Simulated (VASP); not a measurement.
# CaO (Lime) (Fm-3m) in VASP: notebook

Runs on CaO (Lime). Level: PBE. Tasks: single point.

Everything below comes from runs of VASP 6.6.1. Logs are shortened: lines on timing, memory, paths and dates and some standing lists are left out, and cuts for length are marked.

## 1. The cell of the first run

Symmetry: Fm-3m, No. 225, cubic system. Conventional cell: a = 4.861 Å, b = 4.861 Å, c = 4.861 Å, α = 90.00°, β = 90.00°, γ = 90.00°. Within 3.2 Å of Ca (site symmetry m-3m) lie 6 O at 2.43 Å. Within 3.2 Å of O (site symmetry m-3m) lie 6 Ca at 2.43 Å.

## 2. Single point, PBE

Contents of INCAR:

```
SYSTEM = CaO
PREC = Accurate
ENCUT = 520
EDIFF = 1E-7
ISMEAR = 0
SIGMA = 0.01
LREAL = .FALSE.
LASPH = .TRUE.
NELM = 60
ALGO = Normal
ISIF = 2
LWAVE = .FALSE.
LCHARG = .TRUE.
GGA = PE
LELF = .TRUE.
LVHAR = .TRUE.
NBANDS = 15
```

Contents of KPOINTS:

```
regular mesh
0
G
  7 7 7
  0 0 0
```

Contents of POSCAR:

```
CaO
1.0
    0.0000000000      2.4303282823      2.4303282823
    2.4303282823      0.0000000000      2.4303282823
    2.4303282823      2.4303282823      0.0000000000
Ca O
1 1
Direct
    0.0000000000      0.0000000000      0.0000000000
    0.5000000000      0.5000000000      0.5000000000
```

Potentials or basis: VASP PAW PBE potentials, release 64 (Ca_sv, O).

The run is started by

```console
> cat potpaw_PBE.64/Ca_sv/POTCAR potpaw_PBE.64/O/POTCAR > POTCAR
> mpirun -np 1 vasp_std > vasp.out
```

OUTCAR:

```text
SYSTEM = CaO
   PREC = Accurate
   ENCUT = 520
   EDIFF = 1E-7
   ISMEAR = 0
   LREAL = .FALSE.
   LASPH = .TRUE.
   NELM = 60
   ISIF = 2
   GGA = PE

 ion  position               nearest neighbor table
   1  0.000  0.000  0.000-   2 2.43   2 2.43   2 2.43   2 2.43   2 2.43   2 2.43
   2  0.500  0.500  0.500-   1 2.43   1 2.43   1 2.43   1 2.43   1 2.43   1 2.43

  LATTYP: Found a face centered cubic cell.
 ALAT       =     4.8606565646

  Lattice vectors:

 A1 = (   0.0000000000,   2.4303282823,   2.4303282823)
 A2 = (   2.4303282823,   0.0000000000,   2.4303282823)
 A3 = (   2.4303282823,   2.4303282823,   0.0000000000)

Analysis of symmetry for initial positions (statically):
=====================================================================
 Subroutine PRICEL returns:
 Original cell was already a primitive cell.

 Routine SETGRP: Setting up the symmetry group for a
 face centered cubic supercell.

 Subroutine GETGRP returns: Found 48 space group operations
 (whereof 48 operations were pure point group operations)
 out of a pool of 48 trial point group operations.

The static configuration has the point symmetry O_h .

Analysis of symmetry for dynamics (positions and initial velocities):
=====================================================================
 Subroutine PRICEL returns:
 Original cell was already a primitive cell.

 Routine SETGRP: Setting up the symmetry group for a
 face centered cubic supercell.

 Subroutine GETGRP returns: Found 48 space group operations
 (whereof 48 operations were pure point group operations)
 out of a pool of 48 trial point group operations.

The dynamic configuration has the point symmetry O_h .

 Subroutine INISYM returns: Found 48 space group operations
 (whereof 48 operations are pure point group operations),
 and found     1 'primitive' translations

----------------------------------------------------------------------------------------

                                     Primitive cell

  volume of cell :      28.7094

  direct lattice vectors                    reciprocal lattice vectors
     0.000000000  2.430328282  2.430328282    -0.205733523  0.205733523  0.205733523
     2.430328282  0.000000000  2.430328282     0.205733523 -0.205733523  0.205733523
     2.430328282  2.430328282  0.000000000     0.205733523  0.205733523 -0.205733523

  length of vectors
     3.437003218  3.437003218  3.437003218     0.356340915  0.356340915  0.356340915

  position of ions in fractional coordinates (direct lattice)
     0.000000000  0.000000000  0.000000000
     0.500000000  0.500000000  0.500000000

  ion indices of the primitive-cell ions
   primitive index   ion index
                 1           1
                 2           2

----------------------------------------------------------------------------------------

 KPOINTS: regular mesh

Automatic generation of k-mesh.
 Grid dimensions read from file:
 generate k-points for:    7    7    7

 Generating k-lattice:

  Cartesian coordinates                     Fractional coordinates (reciprocal lattice)
    -0.029390503  0.029390503  0.029390503     0.142857143  0.000000000  0.000000000
     0.029390503 -0.029390503  0.029390503     0.000000000  0.142857143  0.000000000
     0.029390503  0.029390503 -0.029390503     0.000000000  0.000000000  0.142857143

  Length of vectors
     0.050905845  0.050905845  0.050905845

  Shift w.r.t. Gamma in fractional coordinates (k-lattice)
     0.000000000  0.000000000  0.000000000

 Subroutine IBZKPT returns following result:
 ===========================================

 Found     20 irreducible k-points:

 Following reciprocal coordinates:
            Coordinates               Weight
  0.000000  0.000000  0.000000      1.000000
  0.142857  0.000000  0.000000      8.000000
  0.285714  0.000000  0.000000      8.000000
  0.428571  0.000000  0.000000      8.000000
  0.142857  0.142857  0.000000      6.000000
  0.285714  0.142857  0.000000     24.000000
[... 12 lines left out ...]
 -0.428571  0.428571  0.142857     24.000000
 -0.285714  0.428571  0.142857     24.000000
   k-points           NKPTS =     20   k-points in BZ     NKDIM =     20   number of bands    NBANDS=     15
   number of dos      NEDOS =    301   number of ions     NIONS =      2
   total plane-waves  NPLWV =  21952
   dimension x,y,z NGX =    28 NGY =   28 NGZ =   28
   dimension x,y,z NGXF=    56 NGYF=   56 NGZF=   56
   ions per type =               1   1
   NGX,Y,Z   is equivalent  to a cutoff of  13.54, 13.54, 13.54 a.u.
   NGXF,Y,Z  is equivalent  to a cutoff of  27.09, 27.09, 27.09 a.u.
 SYSTEM =  CaO
   PREC   = accura    normal or accurate (medium, high low for compatibility)
   ISTART =      0    job   : 0-new  1-cont  2-samecut
   ICHARG =      2    charge: 1-file 2-atom 10-const
   ISPIN  =      1    spin polarized calculation?
   LNONCOLLINEAR =      F non collinear calculations
   LSORBIT =      F    spin-orbit coupling
   LASPH  =      T    aspherical Exc in radial PAW
   ENCUT  =  520.0 eV  38.22 Ry    6.18 a.u.   6.39  6.39  6.39*2*pi/ulx,y,z
   NELM   =     60;   NELMIN=  2; NELMDL= -5     # of ELM steps
   EDIFF  = 0.1E-06   stopping-criterion for ELM
   LREAL  =      F    real-space projection
   EDIFFG = 0.1E-05   stopping-criterion for IOM
   NSW    =      0    number of steps for IOM
   IBRION =     -1    ionic relax: 0-MD 1-quasi-New 2-CG
   NFREE  =      0    steps in history (QN), initial steepest desc. (CG)
   ISIF   =      2    stress and relaxation
   ISYM   =      2    0-nonsym 1-usesym 2-fastsym
   POTIM  = 0.5000    time-step for ionic-motion
   TEBEG  =    0.0;   TEEND  =   0.0 temperature during run
   PSTRESS=    0.0 pullay stress
   NELECT =      16.0000    total number of electrons
   NUPDOWN=      -1.0000    fix difference up-down
   EMIN   =  10.00;   EMAX   =-10.00  energy-range for DOS
   EFERMI =   0.00;   METHOD = LEGACY
   ISMEAR =     0;   SIGMA  =   0.01  broadening in eV -4-tet -1-fermi 0-gaus
   EFERMI_NEDOS =   21; number of points for ismear=-14 and -15
   IALGO  =     38    algorithm
   IMIX   =      4    mixing-type and parameters
     AMIX     =   0.40;   BMIX     =  1.00
     AMIX_MAG =   1.60;   BMIX_MAG =  1.00
  volume/ion in A,a.u.               =      14.35        96.87
  Fermi-wavevector in a.u.,A,eV,Ry     =   1.347224  2.545885 24.694753  1.815013
  Thomas-Fermi vector in A             =   2.474992
   LORBIT       =      0    0 simple, 1 ext, 2 COOP (PROOUT), +10 PAW based schemes
   GGA     = PE    functional components
   LHFCALC =     F    Hartree Fock is set to
   AEXX    =    0.0000 exact exchange contribution
   IVDW    =     0    specifies the selected vdW correction
   LEPSILON=     F    determine dielectric tensor
   LRPA    =     F    only Hartree local field effects (RPA)
 non-spin polarized calculation
 Gauss-broadening in eV      SIGMA  =   0.01
  energy-cutoff  :      520.00
  volume of cell :       28.71
 maximum number of plane-waves:       785
 NGX is ok and might be reduce to    28
   NGX = 13   NGY = 13   NGZ = 13

 number of electron      16.0000002 magnetization

 Free energy of the ion-electron system (eV)
  ---------------------------------------------------
  ext. energy  EPLUGINS =         0.00000000
  ---------------------------------------------------
  free energy    TOTEN  =       -12.80446482 eV

  energy without entropy =      -12.80446482  energy(sigma->0) =      -12.80446482

 E-fermi :   2.2092     XC(G=0): -10.3126

 val. band max:        2.1620547182   @ k =   0.0000   0.0000   0.0000
 cond. band min:       5.8954903271   @ k =   0.4286   0.4286   0.0000
 fundamental gap:      3.7334356088
 Fermi energy:         2.2092250920

 k-point     1 :       0.0000    0.0000    0.0000
  band No.  band energies     occupation
      1     -35.6143      2.00000
      2     -16.4010      2.00000
      3     -16.4010      2.00000
      4     -16.4010      2.00000
      5     -13.3052      2.00000
      6       2.1621      2.00000
      7       2.1621      2.00000
      8       2.1621      2.00000
      9       6.6074      0.00000
     10       8.3033      0.00000
     11       8.3033      0.00000
     12       8.3033      0.00000
     13       9.7492      0.00000
     14       9.7492      0.00000
     15      17.0222      0.00000

 k-point     2 :       0.1429    0.0000    0.0000
  band No.  band energies     occupation
      1     -35.5978      2.00000
      2     -16.6263      2.00000
      3     -16.4104      2.00000
      4     -16.4104      2.00000
      5     -13.0650      2.00000
      6       1.5060      2.00000
      7       1.9100      2.00000
      8       1.9100      2.00000
      9       7.4612      0.00000
     10       8.2607      0.00000
     11       8.6307      0.00000
     12       8.6307      0.00000
     13      10.1947      0.00000
     14      10.1947      0.00000
     15      17.6742      0.00000

 k-point     3 :       0.2857    0.0000    0.0000
  band No.  band energies     occupation
      1     -35.5605      2.00000
      2     -17.0484      2.00000
      3     -16.4314      2.00000
      4     -16.4314      2.00000
      5     -12.6056      2.00000
      6       0.4079      2.00000
      7       1.4159      2.00000
      8       1.4159      2.00000
      9       8.4133      0.00000
     10       9.1263      0.00000
     11       9.4470      0.00000
     12       9.4470      0.00000
     13      11.2070      0.00000
     14      11.2070      0.00000
     15      17.4594      0.00000

 k-point     4 :       0.4286    0.0000    0.0000
  band No.  band energies     occupation
      1     -35.5303      2.00000
      2     -17.3352      2.00000
      3     -16.4480      2.00000
      4     -16.4480      2.00000
      5     -12.2859      2.00000
      6      -0.3022      2.00000
      7       1.0716      2.00000
      8       1.0716      2.00000
      9       8.9352      0.00000
     10      10.2120      0.00000
     11      10.2120      0.00000
     12      10.2661      0.00000
     13      12.1421      0.00000
     14      12.1421      0.00000
     15      16.1272      0.00000
[... 235 lines left out ...]
 k-point    18 :      -0.4286    0.2857    0.1429
  band No.  band energies     occupation
      1     -35.5126      2.00000
      2     -17.1082      2.00000
      3     -16.6433      2.00000
      4     -16.5258      2.00000
      5     -12.5526      2.00000
      6       0.2967      2.00000
      7       1.0970      2.00000
      8       1.2396      2.00000
      9       8.1764      0.00000
     10       9.2065      0.00000
     11      10.6209      0.00000
     12      10.7695      0.00000
     13      11.9857      0.00000
     14      13.7366      0.00000
     15      15.9172      0.00000

 k-point    19 :      -0.4286    0.4286    0.1429
  band No.  band energies     occupation
      1     -35.5036      2.00000
      2     -16.9362      2.00000
      3     -16.6566      2.00000
      4     -16.6444      2.00000
      5     -12.8157      2.00000
      6       0.7551      2.00000
      7       1.2821      2.00000
      8       1.4497      2.00000
      9       6.8949      0.00000
     10       9.8853      0.00000
     11      10.3812      0.00000
     12      11.3298      0.00000
     13      11.4591      0.00000
     14      13.8964      0.00000
     15      15.8698      0.00000

 k-point    20 :      -0.2857    0.4286    0.1429
  band No.  band energies     occupation
      1     -35.5009      2.00000
      2     -16.8976      2.00000
      3     -16.7952      2.00000
      4     -16.6151      2.00000
      5     -12.7037      2.00000
      6       0.7670      2.00000
      7       1.0413      2.00000
      8       1.2329      2.00000
      9       7.9663      0.00000
     10       8.9614      0.00000
     11      10.4154      0.00000
     12      11.2724      0.00000
     13      11.8857      0.00000
     14      15.4689      0.00000
     15      15.5275      0.00000

------------------------ aborting loop because EDIFF is reached ----------------------------------------

  FORCE on cell =-STRESS in cart. coord.  units (eV):
  Direction    XX          YY          ZZ          XY          YZ          ZX
  --------------------------------------------------------------------------------------
  -------------------------------------------------------------------------------------
  Total       -0.2440553     -0.2440553     -0.2440553      0.0000000      0.0000000      0.0000000
  in kB      -13.6199050    -13.6199050    -13.6199050      0.0000000      0.0000000      0.0000000
  external PRESSURE =     -13.6199050 kB  Pullay stress =       0.0000000 kB

 VOLUME and BASIS-vectors are now :
 -----------------------------------------------------------------------------
  energy-cutoff  :      520.00
  volume of cell :       28.71
      direct lattice vectors                 reciprocal lattice vectors
     0.000000000  2.430328282  2.430328282    -0.205733523  0.205733523  0.205733523
     2.430328282  0.000000000  2.430328282     0.205733523 -0.205733523  0.205733523
     2.430328282  2.430328282  0.000000000     0.205733523  0.205733523 -0.205733523

 POSITION                                       TOTAL-FORCE (eV/Angst)
 -----------------------------------------------------------------------------------
      0.00000      0.00000      0.00000        -0.000000      0.000000     -0.000000
      2.43033      2.43033      2.43033         0.000000     -0.000000      0.000000
 -----------------------------------------------------------------------------------
    total drift:                                0.000000      0.000000      0.000000

  FREE ENERGIE OF THE ION-ELECTRON SYSTEM (eV)
  ---------------------------------------------------
  free  energy   TOTEN  =       -12.8044648196 eV

  energy  without entropy=      -12.8044648196  energy(sigma->0) =      -12.80446482
```

It took 11 s on 1 thread of Intel Xeon 8259CL, shared host; peak memory 0.16 GiB.

What came out:

```
Free energy            : -12.8045 eV
Pressure               : -1.4 GPa
Band gap on the k mesh : 3.73 eV, indirect (least direct gap 4.11 eV)
```

## 3. Single point, PBE

This run uses another cell than the first one, of 14.77 Å³/atom, 1.029 times its volume.

Contents of INCAR:

```
PREC = Accurate
ENCUT = 520
EDIFF = 1E-7
ISMEAR = 0
SIGMA = 0.01
LREAL = F
LASPH = T
NELM = 80
ALGO = Normal
ISIF = 2
LWAVE = F
LCHARG = T
GGA = PE
LELF = T
LVHAR = T
NBANDS = 15
```

Contents of KPOINTS:

```
regular mesh
0
Gamma
  7 7 7
```

Contents of POSCAR:

```
CaO
1.0
    0.0000000000      2.4536982572      2.4536982572
    2.4536982572      0.0000000000      2.4536982572
    2.4536982572      2.4536982572      0.0000000000
Ca O
1 1
Direct
    0.0000000000      0.0000000000      0.0000000000
    0.5000000000      0.5000000000      0.5000000000
```

Potentials or basis: VASP PAW PBE potentials, release 64 (Ca_sv, O).

The run is started by

```console
> cat potpaw_PBE.64/Ca_sv/POTCAR potpaw_PBE.64/O/POTCAR > POTCAR
> mpirun -np 1 vasp_std > vasp.out
```

Run time: 12 s. Hardware: 1 thread of Intel Xeon 8259CL, shared host; peak memory 0.16 GiB.

The run converged. Its results:

```
Free energy            : -12.7910 eV
Pressure               : -4.0 GPa
Band gap on the k mesh : 3.73 eV, indirect (least direct gap 4.11 eV)
```

Levels at points of the mesh, in eV from the valence-band top:
| k point | band 4 | band 5 | band 6 | band 7 | band 8 | band 9 | band 10 | band 11 | band 12 | band 13 |
| --- | --- | --- | --- | --- | --- | --- | --- | --- | --- | --- |
| (0.00, 0.00, 0.00) | -18.70 | -15.41 | 0.00 | 0.00 | 0.00 | 4.23 | 6.07 | 6.07 | 6.07 | 7.46 |

A k mesh can miss the band edges. A hybrid or GW would open this gap; PBE tends to underestimate it.
